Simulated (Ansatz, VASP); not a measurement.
## In2Au in VASP and in Ansatz

```
In Au
1.0
     0.00000    3.28351    3.25100
     3.28351    0.00000    3.25100
     3.28351    3.28351    0.00000
In Au
2 1
Direct
  0.25000 0.25000 0.25000
  0.75000 0.75000 0.75000
  0.00000 0.00000 0.00000
```

Change from the starting cell: equal xx and yy strain of +1 %.

Alike in both runs: task single point; functional LDA; k mesh 10 × 10 × 10; occupations fermi-dirac, width 0.05 eV; no spin polarisation.

```csv
,VASP,Ansatz
version,VASP 6.6.1,Ansatz 0.2.0
potentials or method,"VASP PAW LDA potentials, release 64 (In_d, Au), cutoff 520 eV","all-electron LAPW, scalar-relativistic"
```

VASP gave:

- pressure (GPa): -2.5
- traceless stress, the component that is largest in VASP (GPa): 0.21

Question: Which values does Ansatz return?

Answer: Pressure (GPa): -2.6; traceless stress, the component that is largest in VASP (GPa): 0.21.

LDA's correlation is that of Perdew and Zunger in VASP and of Perdew and Wang (1992) in Ansatz. Ansatz ran all-electron here, and VASP with PAW potentials.

Spin-orbit coupling is off throughout.
